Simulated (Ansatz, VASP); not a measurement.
Two plane-wave programs on Si2C3

```
Si C
1.0
    -1.97728    1.97728    2.73118
     1.97728   -1.97728    2.73118
     1.97728    1.97728   -2.73118
Si C
2 3
Direct
  0.50000 0.00000 0.50000
  0.00000 0.50000 0.50000
  0.50000 0.50000 0.00000
  0.79522 0.79522 0.00000
  0.20478 0.20478 0.00000
```

Alike in both runs: task single point; functional PBE; k mesh 6 × 6 × 6; occupations gaussian, width 0.1 eV; collinear spin.

```csv
,VASP,Ansatz
version,VASP 6.6.1,Ansatz 0.2.0
potentials or method,"VASP PAW PBE potentials, release 64 (Si, C), cutoff 520 eV","scalar-relativistic, plane waves, PAW"
valence electrons in the cell,20,20
```

|  | VASP | Ansatz | Ansatz less VASP |
| --- | --- | --- | --- |
| gap on the k mesh at the Fermi level (eV) | none | none | - |
| pressure (GPa) | 0.2 | 0.0 | -0.15 |
| traceless stress, the component that is largest in VASP (GPa) | 0.15 | 0.15 | +0.003 |
| rms of the force components (eV/Å) | 0.006 | 0.002 | -0.0045 |
| net moment per atom (μB) | 0.00 | 0.00 | 0.000 |

Atom by atom the forces differ by 0.005 eV/Å (rms over components). A gap of «none» marks a metal or a gap that the smearing closes. Ansatz's warnings: seeded moment not kept.

The k mesh is coarse, so the values compare programs but aren't converged.
